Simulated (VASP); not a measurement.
Set up this calculation in VASP 6.6.1, as the native input.

| Quantity | Value |
| --- | --- |
| Task | single point |
| Functional | PBE |
| Potentials or basis | VASP PAW PBE potentials, release 64 (Co, Ni, Ta_pv) |
| Cutoff | 400 eV |
| k mesh | 1 × 1 × 1, shifted |
| Occupations | fermi-dirac, width 0.2421 eV |
| Spin | no spin polarisation |
| Dipole correction | no |
| Mended | yes |
| Further INCAR settings | LREAL = Auto; ALGO = Normal; EDIFF = 1e-06; NBANDS = 92; ISYM = -1 |

The structure of Ta2Co7Ni7 lies in POSCAR:

```
Ta2Co7Ni7
1.0
    5.6289370000      0.2476520000      0.1288210000
    0.2476520000      5.7582790000     -0.1194910000
    0.1288210000     -0.1194910000      5.9706240000
Co Ni Ta
7 7 2
Direct
    0.5663451595      0.2279242521      0.5431869009
    0.4029077617      0.4496409369      0.9706578516
    0.1411773277      0.7231310379      0.1387729400
    0.5950911915      0.6793001939      0.6123855760
    0.8424255943      0.9093958048      0.8705856384
    0.1447492981      0.6679961871      0.7533610864
    0.3351344489      0.4340634451      0.3575008777
    0.4216135954      0.9837777739      0.8551719058
    0.5722577635      0.7536468129      0.1606179177
    0.3162428316      0.8893148086      0.4753994554
    0.8245788158      0.5142869700     -0.0269940635
    0.9037575316      0.5991858151      0.3821832296
    0.6318818440      0.1730472230      0.1603885850
    0.8773469148      0.9411365297      0.4584900403
    0.0267201838      0.2591140314      0.6925474915
    1.1063686934      0.1387663788      0.1750922202
```

One way to write it, as run:

INCAR

```
SYSTEM = Ta2Co7Ni7
  PREC = Accurate
  ENCUT = 400
  EDIFF = 1E-6
  ISMEAR = -1
  SIGMA = 0.2421
  LREAL = Auto
  LASPH = .TRUE.
  NELM = 120
  ALGO = Normal
  ISIF = 2
  LWAVE = .FALSE.
  LCHARG = .FALSE.
  GGA = PE
  ISYM = -1
  NBANDS = 92
  GGA_COMPAT = .FALSE.
```

KPOINTS

```
explicit points
1
Reciprocal
  0.25000000   0.25000000   0.25000000 1
```

Potentials or basis: VASP PAW PBE potentials, release 64 (Co, Ni, Ta_pv).

Launch:

```bash
$ cat potpaw_PBE.64/Co/POTCAR potpaw_PBE.64/Ni/POTCAR potpaw_PBE.64/Ta_pv/POTCAR > POTCAR
$ mpirun -np 1 vasp_std > vasp.out
```

It gave:

* Pressure: 7.1 GPa
* Largest force: 6.384 eV/Å
* Band gap on the k mesh: zero (an odd number of electrons rules out a gap without spin polarisation)

Caveat: the atoms stand as in a frame of molecular dynamics; spin-orbit coupling is left out, which moves the levels of the heavy elements; the run has no spin polarisation, though such a crystal can be magnetic.

It took 100 s on 1 thread of Intel(R) Xeon(R) Platinum 8259CL CPU @ 2.50GHz (Skylake/Cascade Lake) (shared host), peak memory 0.25 GiB.
